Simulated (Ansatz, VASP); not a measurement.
Two plane-wave programs on HfGe3

```
CELL_PARAMETERS angstrom
4.11897 0.04106 -0.00398
0.04106 4.19918 0.01453
-0.00398 0.01453 4.16623
ATOMIC_POSITIONS crystal
Hf 0.93210 0.07472 0.98258
Ge 0.03062 0.56140 0.44982
Ge 0.50765 0.42930 0.07853
Ge 0.52964 0.93458 0.48907
```

Change from the starting cell: all atoms moved at random (sigma 0.15 Å), cell strained at random (1 %).

Alike in both runs: task single point; functional PBE; k mesh 8 × 8 × 8; occupations gaussian, width 0.05 eV; no spin polarisation.

|  | VASP | Ansatz |
| --- | --- | --- |
| version | VASP 6.6.1 | Ansatz 0.2.0 |
| potentials or method | VASP PAW PBE potentials, release 64 (Hf_pv, Ge_d), cutoff 520 eV | scalar-relativistic, plane waves, PAW |
| valence electrons in the cell | 52 | 68 |

```csv
,VASP,Ansatz,Ansatz less VASP
gap on the k mesh at the Fermi level (eV),none,none,-
pressure (GPa),13.7,14.0,+0.25
"traceless stress, the component that is largest in VASP (GPa)",-12.50,-12.61,-0.109
rms of the force components (eV/Å),1.914,1.935,+0.0205
```

Atom by atom the forces differ by 0.022 eV/Å (rms over components). A gap of «none» marks a metal or a gap that the smearing closes. With one functional, cell and mesh, what is left measures potentials, basis and numerics. VASP's potentials hold 52 valence electrons a cell and Ansatz's 68, so a difference there can come from the potentials and not from the codes.

Neither program's run includes spin-orbit coupling.
